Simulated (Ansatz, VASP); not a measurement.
Two plane-wave programs on NiPt

```xyz
2
Lattice="2.5157 0.0000 0.0000 0.0000 2.5157 0.0000 0.0000 0.0000 3.3218" Properties=species:S:1:pos:R:3 pbc="T T T"
Ni    1.2578    1.2578    1.6609
Pt    0.0000    0.0000    0.0000
```

Change from the starting cell: volume scaled by 0.8, no spin polarisation, PAW files.

Alike in both runs: task single point; functional LDA; k mesh 11 × 11 × 8; occupations fermi-dirac, width 0.1 eV; no spin polarisation.

```csv
,VASP,Ansatz
version,VASP 6.6.1,Ansatz 0.2.0
potentials or method,"VASP PAW LDA potentials, release 64 (Ni_sv_GW, Pt_sv_GW)","PAW with Ansatz's default frozen-core files, scalar-relativistic"
plane-wave cutoff (eV),590,420
valence electrons in the cell,36,36
```

VASP gave:

```
pressure (GPa)                                                : 71.6
traceless stress, the component that is largest in VASP (GPa) : -4.07
```

What did Ansatz give for the same quantities?

Pressure (GPa): 73.2; traceless stress, the component that is largest in VASP (GPa): -4.00.

LDA's correlation is that of Perdew and Zunger in VASP and of Perdew and Wang (1992) in Ansatz. Both programs put the cell under a high pressure, so it lies far from rest at this level.

Spin-orbit coupling is off throughout. Noted on VASP's run: the cell as given lies far from equilibrium.
